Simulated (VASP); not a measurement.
**BaTiO3: single point with PBE**

Crystal: BaTiO3.

```
Ba Ti O
1.0
     3.70485   -0.09050    0.18507
    -0.10010    4.18484    0.02529
     0.18540    0.02168    3.89174
Ba Ti O
1 1 3
Cartesian
  0.0896 4.1225 3.9155
  1.9088 1.8982 2.0368
  1.9711 2.0748 4.0008
  1.8410 4.2624 2.0595
  3.7502 2.1387 2.1598
```

```yaml
Program: VASP 6.6.1
Task: single point
Functional: PBE
Potentials_or_basis: VASP PAW PBE potentials, release 64 (Ba_sv, Ti_sv, O_h)
Cutoff: 1340 eV
k_mesh: 6 × 6 × 6
Occupations: fermi-dirac, width 0.05 eV
Spin: no spin polarisation
```

```yaml
Pressure: 23.5 GPa
Largest_force: 0.056 eV/Å
Band_gap_on_the_k_mesh: 1.70 eV (least direct gap 1.99 eV)
```

Forces on the atoms (eV/Å):
```
Ba  -0.002  0.056  0.004
Ti   0.002  0.004  0.001
O   -0.007 -0.023 -0.005
O    0.006  0.005 -0.003
O    0.001 -0.042  0.003
```

Stress tensor (GPa, compression positive):
```
 33.18   5.79 -14.77
  5.79  14.33  -1.49
-14.77  -1.49  22.91
```

Levels at points of the mesh, in eV from the valence-band top:
| k point | band 17 | band 18 | band 19 | band 20 | band 21 | band 22 | band 23 | band 24 |
| --- | --- | --- | --- | --- | --- | --- | --- | --- |
| (0.00, 0.00, 0.00) | -1.48 | -1.19 | -1.09 | -0.29 | 1.70 | 2.23 | 2.91 | 4.16 |
| (0.50, 0.00, 0.00) | -2.70 | -2.13 | -1.69 | -1.54 | 2.36 | 3.78 | 3.99 | 4.23 |
| (0.00, 0.50, 0.00) | -2.37 | -1.75 | -1.26 | -0.36 | 1.98 | 3.35 | 3.74 | 4.65 |
| (0.50, 0.50, 0.00) | -2.00 | -1.37 | -1.17 | -0.78 | 3.34 | 3.93 | 3.97 | 5.22 |
| (0.00, 0.00, 0.50) | -2.21 | -2.17 | -1.85 | -1.55 | 2.96 | 3.61 | 3.72 | 4.53 |
| (0.50, 0.00, 0.50) | -2.21 | -1.31 | -0.74 | -0.08 | 3.68 | 4.01 | 4.19 | 4.42 |
| (0.00, 0.50, 0.50) | -1.91 | -1.72 | -1.55 | -0.91 | 3.51 | 3.72 | 3.89 | 5.83 |
| (0.50, 0.50, 0.50) | -2.17 | -0.75 | -0.66 | 0.00 | 4.04 | 4.23 | 4.50 | 6.07 |

Run time: 6.9 min on 1 thread of Intel(R) Xeon(R) Platinum 8488C (Sapphire Rapids), with other jobs on the host, peak memory 0.89 GiB.

Caveat: the stress differs along the axes, from 14 to 33 GPa; spin-orbit coupling is left out, which moves the levels of the heavy elements. A k mesh can miss the band edges.
